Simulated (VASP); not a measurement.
A run of VASP 6.6.1 is set up as follows.

File INCAR:

```
SYSTEM = Sn
PREC = Accurate ; ENCUT = 520
EDIFF = 1E-7 ; ISMEAR = 1
SIGMA = 0.15 ; LREAL = .False.
LASPH = .True. ; NELM = 80
ALGO = Normal ; ISIF = 2
LWAVE = .False. ; LCHARG = .False.
GGA = PS ; NBANDS = 13
```

The input KPOINTS:

```
Automatic mesh
0
Gamma
  14 14 14
  0 0 0
```

POSCAR

```
Sn
1.0
   -1.7438043900      1.7933024700      2.2922674248
    1.7438043900     -1.7933024700      2.2922674248
    1.7438043900      1.7933024700     -2.2922674248
Sn
1
Direct
    0.0000000000      0.0000000000      0.0000000000
```

Potentials or basis: VASP PAW PBE potentials, release 64 (Sn_d).

The run is started by

```bash
$ cat potpaw_PBE.64/Sn_d/POTCAR > POTCAR
$ mpirun -np 1 vasp_std > vasp.out
```

Q: Estimate the pressure.

A: -3.6 GPa.

Q: What does it give for the band gap on the k mesh?

A: Zero (bands 7 and 8 overlap by 8.96 eV).

Stress tensor (GPa, compression positive):
```
-3.14  0.00  0.00
 0.00 -3.87  0.00
 0.00  0.00 -3.90
```

Caveat: the cell stands under tension; the PAW data sets were made with another functional, which shifts forces and pressure a little; spin-orbit coupling is left out, which moves the levels of the heavy elements.
